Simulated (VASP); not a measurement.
# W in VASP: relaxation of the atoms with PBE

Aim: the relaxation of the atoms of W with PBE.

Program: VASP 6.6.1. These are calculated values, not measurements. Logs are shortened: lines on timing, memory, paths and dates and some standing lists are left out, and cuts for length are marked.

**1. The cell of the first run**

The cell holds a slab with vacuum, 4 atoms: a = 3.184 Å, b = 3.184 Å, c = 19.775 Å, α = 90.00°, β = 90.00°, γ = 90.00°.

**2. Relaxation of the atoms, PBE**

Input file INCAR:

```
  PREC = Accurate
  ENCUT = 520
  EDIFF = 1E-6
  ISMEAR = 0
  SIGMA = 0.1
  LREAL = False
  LASPH = True
  NELM = 60
  ALGO = Normal
  ISIF = 2
  LWAVE = False
  LCHARG = False
  LDIPOL = True
  IDIPOL = 3
  DIPOL = 0.5 0.5 0.500
  GGA = PE
  IBRION = 2
  NSW = 80
  EDIFFG = -0.02
  LUSENCCL = False
```

Input file KPOINTS:

```
regular mesh
0
Gamma
  11 11 1
```

Input file POSCAR:

```
W
1.0
    3.1835553858      0.0000000000      0.0000000000
    0.0000000000      3.1835553858      0.0000000000
    0.0000000000      0.0000000000     19.7753330787
W
4
Direct
    0.5000000000      0.5000000000      0.3792603629
    0.0000000000      0.0000000000      0.4597534543
    0.5000000000      0.5000000000      0.5402465457
    0.0000000000      0.0000000000      0.6207396371
```

Potentials or basis: VASP PAW PBE potentials, release 64 (W_sv).

Launch:

```console
cat potpaw_PBE.64/W_sv/POTCAR > POTCAR
mpirun -np 1 vasp_std > vasp.out
```

OUTCAR:

```text
PREC = Accurate
   ENCUT = 520
   EDIFF = 1E-6
   ISMEAR = 0
   LREAL = False
   LASPH = True
   NELM = 60
   ISIF = 2
   GGA = PE
   IBRION = 2
   NSW = 80
   EDIFFG = -0.02

 ion  position               nearest neighbor table
   1  0.500  0.500  0.379-   2 2.76   2 2.76   2 2.76   2 2.76   3 3.18
   2  0.000  0.000  0.460-   1 2.76   3 2.76   1 2.76   3 2.76   1 2.76   3 2.76   1 2.76   3 2.76
                             4 3.18
   3  0.500  0.500  0.540-   2 2.76   4 2.76   2 2.76   4 2.76   2 2.76   4 2.76   2 2.76   4 2.76
                             1 3.18
   4  0.000  0.000  0.621-   3 2.76   3 2.76   3 2.76   3 2.76   2 3.18

  LATTYP: Found a simple tetragonal cell.
 ALAT       =     3.1835553858
 C/A-ratio  =     6.2117132207

  Lattice vectors:

 A1 = (   3.1835553858,   0.0000000000,   0.0000000000)
 A2 = (   0.0000000000,   3.1835553858,   0.0000000000)
 A3 = (   0.0000000000,   0.0000000000,  19.7753330787)

Analysis of symmetry for initial positions (statically):
=====================================================================
 Subroutine PRICEL returns:
 Original cell was already a primitive cell.

 Routine SETGRP: Setting up the symmetry group for a
 simple tetragonal supercell.

 Subroutine GETGRP returns: Found 16 space group operations
 (whereof  8 operations were pure point group operations)
 out of a pool of 16 trial point group operations.

The static configuration has the point symmetry C_4v.
 The point group associated with its full space group is D_4h.

Analysis of symmetry for dynamics (positions and initial velocities):
=====================================================================
 Subroutine PRICEL returns:
 Original cell was already a primitive cell.

 Routine SETGRP: Setting up the symmetry group for a
 simple tetragonal supercell.

 Subroutine GETGRP returns: Found 16 space group operations
 (whereof  8 operations were pure point group operations)
 out of a pool of 16 trial point group operations.

The dynamic configuration has the point symmetry C_4v.
 The point group associated with its full space group is D_4h.

 Subroutine INISYM returns: Found 16 space group operations
 (whereof  8 operations are pure point group operations),
 and found     1 'primitive' translations

----------------------------------------------------------------------------------------

                                     Primitive cell

  volume of cell :     200.4235

  direct lattice vectors                    reciprocal lattice vectors
     3.183555386  0.000000000  0.000000000     0.314114215  0.000000000  0.000000000
     0.000000000  3.183555386  0.000000000     0.000000000  0.314114215  0.000000000
     0.000000000  0.000000000 19.775333079     0.000000000  0.000000000  0.050568048

  length of vectors
     3.183555386  3.183555386 19.775333079     0.314114215  0.314114215  0.050568048

  position of ions in fractional coordinates (direct lattice)
     0.500000000  0.500000000  0.379260363
     0.000000000  0.000000000  0.459753454
     0.500000000  0.500000000  0.540246546
     0.000000000  0.000000000  0.620739637

  ion indices of the primitive-cell ions
   primitive index   ion index
                 1           1
                 2           2
                 3           3
                 4           4

----------------------------------------------------------------------------------------

 KPOINTS: regular mesh

Automatic generation of k-mesh.
 Grid dimensions read from file:
 generate k-points for:   11   11    1

 Generating k-lattice:

  Cartesian coordinates                     Fractional coordinates (reciprocal lattice)
     0.028555838  0.000000000  0.000000000     0.090909091  0.000000000  0.000000000
     0.000000000  0.028555838  0.000000000     0.000000000  0.090909091  0.000000000
     0.000000000  0.000000000  0.050568048     0.000000000  0.000000000  1.000000000

  Length of vectors
     0.028555838  0.028555838  0.050568048

  Shift w.r.t. Gamma in fractional coordinates (k-lattice)
     0.000000000  0.000000000  0.000000000

 Subroutine IBZKPT returns following result:
 ===========================================

 Found     21 irreducible k-points:

 Following reciprocal coordinates:
            Coordinates               Weight
  0.000000  0.000000  0.000000      1.000000
  0.090909  0.000000  0.000000      4.000000
  0.181818  0.000000  0.000000      4.000000
  0.272727  0.000000  0.000000      4.000000
  0.363636  0.000000  0.000000      4.000000
  0.454545  0.000000  0.000000      4.000000
[... 13 lines left out ...]
  0.454545  0.363636  0.000000      8.000000
  0.454545  0.454545  0.000000      4.000000
   k-points           NKPTS =     21   k-points in BZ     NKDIM =     21   number of bands    NBANDS=     33
   number of dos      NEDOS =    301   number of ions     NIONS =      4
   total plane-waves  NPLWV =  86400
   dimension x,y,z NGX =    24 NGY =   24 NGZ =  150
   dimension x,y,z NGXF=    48 NGYF=   48 NGZF=  300
   ions per type =               4
   NGX,Y,Z   is equivalent  to a cutoff of  12.53, 12.53, 12.61 a.u.
   NGXF,Y,Z  is equivalent  to a cutoff of  25.07, 25.07, 25.22 a.u.
 SYSTEM =  unknown system
   PREC   = accura    normal or accurate (medium, high low for compatibility)
   ISTART =      0    job   : 0-new  1-cont  2-samecut
   ICHARG =      2    charge: 1-file 2-atom 10-const
   ISPIN  =      1    spin polarized calculation?
   LNONCOLLINEAR =      F non collinear calculations
   LSORBIT =      F    spin-orbit coupling
   LASPH  =      T    aspherical Exc in radial PAW
   ENCUT  =  520.0 eV  38.22 Ry    6.18 a.u.   5.92  5.92 36.77*2*pi/ulx,y,z
   NELM   =     60;   NELMIN=  2; NELMDL= -5     # of ELM steps
   EDIFF  = 0.1E-05   stopping-criterion for ELM
   LREAL  =      F    real-space projection
   EDIFFG = -.2E-01   stopping-criterion for IOM
   NSW    =     80    number of steps for IOM
   IBRION =      2    ionic relax: 0-MD 1-quasi-New 2-CG
   NFREE  =      1    steps in history (QN), initial steepest desc. (CG)
   ISIF   =      2    stress and relaxation
   ISYM   =      2    0-nonsym 1-usesym 2-fastsym
   POTIM  = 0.5000    time-step for ionic-motion
   TEBEG  =    0.0;   TEEND  =   0.0 temperature during run
   PSTRESS=    0.0 pullay stress
   NELECT =      56.0000    total number of electrons
   NUPDOWN=      -1.0000    fix difference up-down
   EMIN   =  10.00;   EMAX   =-10.00  energy-range for DOS
   EFERMI =   0.00;   METHOD = LEGACY
   ISMEAR =     0;   SIGMA  =   0.10  broadening in eV -4-tet -1-fermi 0-gaus
   EFERMI_NEDOS =   21; number of points for ismear=-14 and -15
   IALGO  =     38    algorithm
   IMIX   =      4    mixing-type and parameters
     AMIX     =   0.40;   BMIX     =  1.00
     AMIX_MAG =   1.60;   BMIX_MAG =  1.00
  volume/ion in A,a.u.               =      50.11       338.13
  Fermi-wavevector in a.u.,A,eV,Ry     =   1.070257  2.022492 15.584786  1.145449
  Thomas-Fermi vector in A             =   2.205961
   LORBIT       =      0    0 simple, 1 ext, 2 COOP (PROOUT), +10 PAW based schemes
   GGA     = PE    functional components
   LHFCALC =     F    Hartree Fock is set to
   AEXX    =    0.0000 exact exchange contribution
   IVDW    =     0    specifies the selected vdW correction
   LEPSILON=     F    determine dielectric tensor
   LRPA    =     F    only Hartree local field effects (RPA)
 conjugate gradient relaxation of ions
 non-spin polarized calculation
 Gauss-broadening in eV      SIGMA  =   0.10
  energy-cutoff  :      520.00
  volume of cell :      200.42
 maximum number of plane-waves:      5458
 NGX is ok and might be reduce to    24
   NGX = 11   NGY = 11   NGZ = 73

--------------------------------------- Ionic step        1  -------------------------------------------

 number of electron      55.9999992 magnetization

 Free energy of the ion-electron system (eV)
  ---------------------------------------------------
  ext. energy  EPLUGINS =         0.00000000
  ---------------------------------------------------
  free energy    TOTEN  =       -46.33067358 eV

  energy without entropy =      -46.30358110  energy(sigma->0) =      -46.31712734

------------------------ aborting loop because EDIFF is reached ----------------------------------------

  FORCE on cell =-STRESS in cart. coord.  units (eV):
  Direction    XX          YY          ZZ          XY          YZ          ZX
  --------------------------------------------------------------------------------------
  -------------------------------------------------------------------------------------
  Total       -8.8536465     -8.8536465     -5.3288233      0.0000000      0.0000000      0.0000000
  in kB      -70.7756932    -70.7756932    -42.5983988      0.0000000      0.0000000      0.0000000
  external PRESSURE =     -61.3832618 kB  Pullay stress =       0.0000000 kB
[... 251 lines left out ...]
  energy  without entropy=      -46.7930368624  energy(sigma->0) =      -46.80575427

--------------------------------------- Ionic step        8  -------------------------------------------

 number of electron      55.9999992 magnetization

 dipolmoment           0.000000      0.000000      0.000000 electrons x Angstroem

------------------------ aborting loop because EDIFF is reached ----------------------------------------

  FORCE on cell =-STRESS in cart. coord.  units (eV):
  Direction    XX          YY          ZZ          XY          YZ          ZX
  --------------------------------------------------------------------------------------
  -------------------------------------------------------------------------------------
  Total       -2.0899504     -2.0899504     -0.0525638      0.0000000      0.0000000     -0.0000000
  in kB      -16.7069790    -16.7069790     -0.4201932      0.0000000      0.0000000     -0.0000000
  external PRESSURE =     -11.2780504 kB  Pullay stress =       0.0000000 kB
[... 23 lines left out ...]
  energy  without entropy=      -46.7946110248  energy(sigma->0) =      -46.80694204

--------------------------------------- Ionic step        9  -------------------------------------------

 number of electron      55.9999992 magnetization

 dipolmoment           0.000000      0.000000     -0.000000 electrons x Angstroem

 Free energy of the ion-electron system (eV)
  ---------------------------------------------------
  ext. energy  EPLUGINS =         0.00000000
  ---------------------------------------------------
  free energy    TOTEN  =       -46.81956489 eV

  energy without entropy =      -46.79470490  energy(sigma->0) =      -46.80713489

 E-fermi :   0.8313     XC(G=0):  -5.4683

 val. band max:        0.8038998641   @ k =   0.1818   0.0000   0.0000
 cond. band min:       0.8481030491   @ k =   0.2727   0.2727   0.0000
 fundamental gap:      0.0442031851
 Fermi energy:         0.8313225504

 k-point     1 :       0.0000    0.0000    0.0000
  band No.  band energies     occupation
      1     -73.0033      2.00000
      2     -72.9477      2.00000
      3     -72.7741      2.00000
      4     -72.7562      2.00000
      5     -37.4605      2.00000
      6     -37.4605      2.00000
[... 745 lines left out ...]
     32       3.1474      0.00000
     33       3.6510      0.00000

------------------------ aborting loop because EDIFF is reached ----------------------------------------

 vacuum level on the upper side and lower side of the slab       (xc-potential included)        -0.004        -0.004

  FORCE on cell =-STRESS in cart. coord.  units (eV):
  Direction    XX          YY          ZZ          XY          YZ          ZX
  --------------------------------------------------------------------------------------
  -------------------------------------------------------------------------------------
  Total       -1.9649854     -1.9649854     -0.0149055      0.0000000      0.0000000      0.0000000
  in kB      -15.7080142    -15.7080142     -0.1191542      0.0000000      0.0000000      0.0000000
  external PRESSURE =     -10.5117275 kB  Pullay stress =       0.0000000 kB

 VOLUME and BASIS-vectors are now :
 -----------------------------------------------------------------------------
  energy-cutoff  :      520.00
  volume of cell :      200.42
      direct lattice vectors                 reciprocal lattice vectors
     3.183555386  0.000000000  0.000000000     0.314114215  0.000000000  0.000000000
     0.000000000  3.183555386  0.000000000     0.000000000  0.314114215  0.000000000
     0.000000000  0.000000000 19.775333079     0.000000000  0.000000000  0.050568048
[... 10 lines left out ...]
  FREE ENERGIE OF THE ION-ELECTRON SYSTEM (eV)
  ---------------------------------------------------
  free  energy   TOTEN  =       -46.8195648926 eV

  energy  without entropy=      -46.7947048956  energy(sigma->0) =      -46.80713489

 reached required accuracy - stopping structural energy minimisation

 vacuum level on the upper side and lower side of the slab         4.927         4.927
```

Run time: 3.5 min. Hardware: 1 × NVIDIA H100 80GB with 1 thread of Intel Xeon Platinum 8481C at 2.70GHz (Sapphire Rapids), shared host; peak memory 1.3 GiB.

What came out:

```
Free energy                  : -46.8196 eV
Energy gained by relaxing    : 122.2 meV/atom
Ionic steps                  : 9
Largest force after relaxing : 0.007 eV/Å
Band gap on the k mesh       : zero (bands 28 and 29 overlap by 1.51 eV)
```

Forces in eV/Å, atoms in the order of the input:
```
W    0.000  0.000 -0.007
W    0.000  0.000 -0.001
W    0.000  0.000  0.001
W    0.000  0.000  0.007
```

Step by step:
```csv
step,energy change (eV),largest force (eV/Å),pressure (GPa)
1,0.0000,2.0434,-6.14
2,-0.4355,0.7259,-3.28
3,-0.4460,0.4416,-2.54
4,-0.4462,0.4359,-2.64
5,-0.4733,0.2992,-1.93
6,-0.4878,0.1465,-0.94
7,-0.4878,0.1396,-0.90
8,-0.4886,0.0772,-1.13
9,-0.4889,0.0065,-1.05
```

Final structure:
```cif
data_structure
_symmetry_space_group_name_H-M 'P 1'
_symmetry_Int_Tables_number 1
_cell_length_a 3.1836
_cell_length_b 3.1836
_cell_length_c 19.7753
_cell_angle_alpha 90.000
_cell_angle_beta 90.000
_cell_angle_gamma 90.000
_cell_volume 200.42
loop_
_atom_site_label
_atom_site_type_symbol
_atom_site_fract_x
_atom_site_fract_y
_atom_site_fract_z
_atom_site_occupancy
W1 W 0.50000 0.50000 0.38733 1
W2 W 0.00000 0.00000 0.45600 1
W3 W 0.50000 0.50000 0.54400 1
W4 W 0.00000 0.00000 0.61267 1
```

Caveat: spin-orbit coupling is left out, which moves the levels of the heavy elements.
